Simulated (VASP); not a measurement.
Here is a VASP 6.6.1 calculation.

The input INCAR:

```
  PREC = Accurate
  ENCUT = 520
  EDIFF = 1E-8
  ISMEAR = -1
  SIGMA = 0.08
  LREAL = F
  LASPH = T
  NELM = 60
  ALGO = Normal
  ISIF = 2
  LWAVE = F
  LCHARG = F
  LEFG = T
  NBANDS = 13
```

KPOINTS

```
regular mesh
0
Gamma
  12 12 12
```

File POSCAR:

```
BePd
1.0
    2.7555757238      0.0000000000      0.0000000000
    0.0000000000      2.7555757238      0.0000000000
    0.0000000000      0.0000000000      2.7555757238
Be Pd
1 1
Direct
    0.0000000000      0.0000000000      0.0000000000
    0.5000000000      0.5000000000      0.5000000000
```

Potentials or basis: VASP PAW LDA potentials, release 64 (Be, Pd).

Command:

```sh
$ cat potpaw_LDA.64/Be/POTCAR potpaw_LDA.64/Pd/POTCAR > POTCAR
$ mpirun -np 1 vasp_std > vasp.out
```

(1) What does it give for the band gap on the k mesh?

(2) Estimate the pressure.

## Answers

(1) zero (band 6 reaches 15.70 eV, above the bottom of band 7 at 9.33 eV).

(2) 4.8 GPa.

Caveat: without QUAD_EFG the Cq values of the log hold for a quadrupole moment of 1 mb, not for the nuclei.
